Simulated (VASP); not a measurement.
Input of a VASP 6.6.1 run:

The input INCAR:

```
SYSTEM = Zn2InGaO5
PREC     = Accurate       ! precision mode
ENCUT    = 520            ! plane-wave cutoff, eV
EDIFF    = 1E-6           ! SCF threshold, eV
ISMEAR   = 0              ! smearing method
SIGMA    = 0.02           ! smearing width, eV
LREAL    = Auto         
LASPH    = .True.         ! aspherical terms in the spheres
NELM     = 80             ! most SCF steps
ALGO     = Normal         ! electronic algorithm
ISIF     = 2              ! what is computed and relaxed
LWAVE    = .False.        ! write WAVECAR
LCHARG   = .False.        ! write CHGCAR
GGA      = PS             ! functional
NBANDS   = 95             ! bands
```

KPOINTS

```
regular mesh
0
Gamma
  12 12 2
  0 0 0
```

The input POSCAR:

```
Zn2InGaO5
1.0
    3.3680915092      0.0000000000      0.0000000000
   -1.6840457546      2.9168528093      0.0000000000
    0.0000000000      0.0000000000     22.7865582111
Zn In Ga O
4 2 2 10
Direct
    0.3333333333      0.6666666667      0.6357187697
    0.3333333333      0.6666666667      0.8642812303
    0.6666666667      0.3333333333      0.1357187697
    0.6666666667      0.3333333333      0.3642812303
    0.0000000000      0.0000000000      0.5000000000
    0.0000000000      0.0000000000      0.0000000000
    0.0000000000      0.0000000000      0.7500000000
    0.0000000000      0.0000000000      0.2500000000
    0.3333333333      0.6666666667      0.5479274246
    0.0000000000      0.0000000000      0.6624268967
    0.3333333333      0.6666666667      0.7500000000
    0.0000000000      0.0000000000      0.8375731033
    0.3333333333      0.6666666667      0.9520725754
    0.6666666667      0.3333333333      0.0479274246
    0.0000000000      0.0000000000      0.1624268967
    0.6666666667      0.3333333333      0.2500000000
    0.0000000000      0.0000000000      0.3375731033
    0.6666666667      0.3333333333      0.4520725754
```

Potentials or basis: VASP PAW PBE potentials, release 64 (Zn, In_d, Ga_d, O).

Command:

```console
$ cat potpaw_PBE.64/Zn/POTCAR potpaw_PBE.64/In_d/POTCAR potpaw_PBE.64/Ga_d/POTCAR potpaw_PBE.64/O/POTCAR > POTCAR
$ mpirun -np 1 vasp_std > vasp.out
```

Problem. Predict the largest force.

Solution. 0.010 eV/Å.

Problem. What does it give for the pressure?

Solution. -7.9 GPa.

Forces on the atoms (eV/Å):
```
Zn   0.000  0.000  0.005
Zn   0.000  0.000 -0.005
Zn   0.000  0.000  0.005
Zn   0.000  0.000 -0.005
In   0.000  0.000  0.000
In   0.000  0.000  0.000
Ga   0.000  0.000  0.000
Ga   0.000  0.000  0.000
O    0.000  0.000 -0.008
O    0.000  0.000  0.010
O    0.000  0.000  0.000
O    0.000  0.000 -0.010
O    0.000  0.000  0.008
O    0.000  0.000 -0.008
O    0.000  0.000  0.010
O    0.000  0.000  0.000
O    0.000  0.000 -0.010
O    0.000  0.000  0.008
```

Caveat: the cell stands under tension; the PAW data sets were made with another functional, which shifts forces and pressure a little.
